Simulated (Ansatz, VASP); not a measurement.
**Be: VASP beside Ansatz**

```xyz
2
Lattice="0.0000 2.1463 2.1463 2.1463 0.0000 2.1463 2.1463 2.1463 0.0000" Properties=species:S:1:pos:R:3 pbc="T T T"
Be   -0.4722   -0.6010   -0.6010
Be    0.4722    0.6010    0.6010
```

Change from the starting cell: shortest bond scaled by 0.88, LAPW.

Alike in both runs: task single point; functional PBEsol; k mesh 12 × 12 × 12; occupations fermi-dirac, width 0.05 eV; no spin polarisation.

|  | VASP | Ansatz |
| --- | --- | --- |
| version | VASP 6.6.1 | Ansatz 0.2.0 |
| potentials or method | VASP PAW PBE potentials, release 64 (Be), cutoff 520 eV | all-electron LAPW, scalar-relativistic |

Ansatz gave:

- pressure (GPa): 35.8
- traceless stress, the component that is largest in VASP (GPa): -21.81
- rms of the force components (eV/Å): 2.188

Task: Which values does VASP return?

Result: Pressure (GPa): 36.2; traceless stress, the component that is largest in VASP (GPa): -21.97; rms of the force components (eV/Å): 2.202.

VASP's potentials were made for PBE, not for PBEsol. Atom by atom the forces differ by 0.014 eV/Å (rms over components). Both programs put the cell under a high pressure, so it lies far from rest at this level. Ansatz ran all-electron here, and VASP with PAW potentials.
